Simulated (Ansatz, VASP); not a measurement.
Two plane-wave programs on TaVN2

```
CELL_PARAMETERS angstrom
3.04987 0.00000 0.00000
0.00000 3.04987 0.00000
0.00000 0.00000 4.29606
ATOMIC_POSITIONS crystal
Ta 0.00000 0.00000 0.00000
V 0.50000 0.50000 0.50000
N 0.50000 0.50000 0.00000
N 0.00000 0.00000 0.50000
```

Alike in both runs: task single point; functional PBEsol; k mesh 7 × 7 × 5; occupations fermi-dirac, width 0.05 eV; collinear spin; fixed moment 2.5 μB.

|  | VASP | Ansatz |
| --- | --- | --- |
| version | VASP 6.6.1 | Ansatz 0.2.0 |
| potentials or method | VASP PAW PBE potentials, release 64 (Ta_pv, V_sv, N) | Ansatz PAW |
| plane-wave cutoff (eV) | 520 | 420 |
| valence electrons in the cell | 34 | 36 |

VASP gave:

```
pressure (GPa)                                                : -3.1
traceless stress, the component that is largest in VASP (GPa) : -3.76
net moment per atom (μB)                                      : 0.62
size of the moment on the site where the two differ most (μB) : 1.88
```

What did Ansatz give for the same quantities?

Pressure (GPa): -3.8; traceless stress, the component that is largest in VASP (GPa): -3.77; net moment per atom (μB): 0.62; size of the moment on the site where the two differ most (μB): 1.60.

VASP's potentials were made for PBE, not for PBEsol. Site moments also hang on the region over which each program counts them. With one functional, cell and mesh, what is left measures potentials, basis and numerics. VASP's potentials hold 34 valence electrons a cell and Ansatz's 36, so a difference there can come from the potentials and not from the codes.

Spin-orbit coupling is off throughout.
